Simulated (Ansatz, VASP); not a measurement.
## Two plane-wave programs on CoO

```
Co O
1.0
    -1.56223    1.49901    2.10725
     1.49901   -1.56223    2.10725
     1.51699    1.51699   -2.15249
Co O
1 1
Direct
  0.00000 0.00000 0.00000
  0.50000 0.50000 0.00000
```

Change from the starting cell: equal xy, yz and zx shear strains of -3 %, PAW files.

Alike in both runs: task electric field gradients; functional LDA; k mesh 13 × 13 × 15; occupations fermi-dirac, width 0.03 eV; collinear spin.

|  | VASP | Ansatz |
| --- | --- | --- |
| version | VASP 6.6.1 | Ansatz 0.2.0 |
| potentials or method | VASP PAW LDA potentials, release 64 (Co, O) | PAW with Ansatz's default frozen-core files, scalar-relativistic |
| plane-wave cutoff (eV) | 520 | 420 |
| valence electrons in the cell | 15 | 23 |

Ansatz gave:

| Item | Value |
| --- | --- |
| pressure (GPa) | -17.9 |
| traceless stress, the component that is largest in VASP (GPa) | -0.51 |
| net moment per atom (μB) | 1.43 |
| size of the moment on the site where the two differ most (μB) | 0.33 |
| size of Vzz on the site where it differs most (V/Å²) | 2.3 |

Task: What did VASP give for the same quantities?

Result: Pressure (GPa): -19.8; traceless stress, the component that is largest in VASP (GPa): -0.71; net moment per atom (μB): 1.34; size of the moment on the site where the two differ most (μB): 0.28; size of Vzz on the site where it differs most (V/Å²): 4.0.

LDA's correlation is that of Perdew and Zunger in VASP and of Perdew and Wang (1992) in Ansatz. Site moments also hang on the region over which each program counts them. VASP's potentials hold 15 valence electrons a cell and Ansatz's 23, so a difference there can come from the potentials and not from the codes.
